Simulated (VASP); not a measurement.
SiSnTeSe3, 6 atoms in the cell. Symmetry: P-6m2, No. 187, hexagonal system. Conventional cell: a = 6.398 Å, b = 6.398 Å, c = 4.456 Å, α = 90.00°, β = 90.00°, γ = 120.00°. Si (site symmetry -6m2) has 2 Te at 2.23 Å within 2.9 Å. Within 3.1 Å of Sn (site symmetry -6m2) lie 3 Se at 2.36 Å. Within 2.9 Å of Te (site symmetry -6m2) lie 2 Si at 2.23 Å. Se (site symmetry mm2) has 2 Se at 2.31 Å and 1 Sn at 2.36 Å within 3.1 Å. The cell was generated, and may not be a known phase.

* Program: VASP 6.6.1
* Task: single point
* Functional: PBE
* Potentials or basis: VASP PAW PBE potentials, release 64 (Si, Sn_d, Te, Se)
* Cutoff: 520 eV
* k mesh: 3 × 3 × 4
* Occupations: gaussian, width 0.1 eV
* Spin: no spin polarisation
* Dipole correction: no
* Further INCAR settings: ALGO = Normal; EDIFF = 1e-06; NBANDS = 30

Potentials or basis: VASP PAW PBE potentials, release 64 (Si, Sn_d, Te, Se).

Launch:

```sh
$ cat potpaw_PBE.64/Si/POTCAR potpaw_PBE.64/Sn_d/POTCAR potpaw_PBE.64/Te/POTCAR potpaw_PBE.64/Se/POTCAR > POTCAR
$ mpirun -np 1 vasp_std > vasp.out
```

Hardware: 1 thread of Oxide Virtual Turin-like Processor, on a shared host.

Q: How long does it take, and how much memory?

A: Wall time 73 s on 1 thread of Oxide Virtual Turin-like Processor, with other jobs on the host, peak memory 0.26 GiB. Counts: scf iterations 13, k points 9.
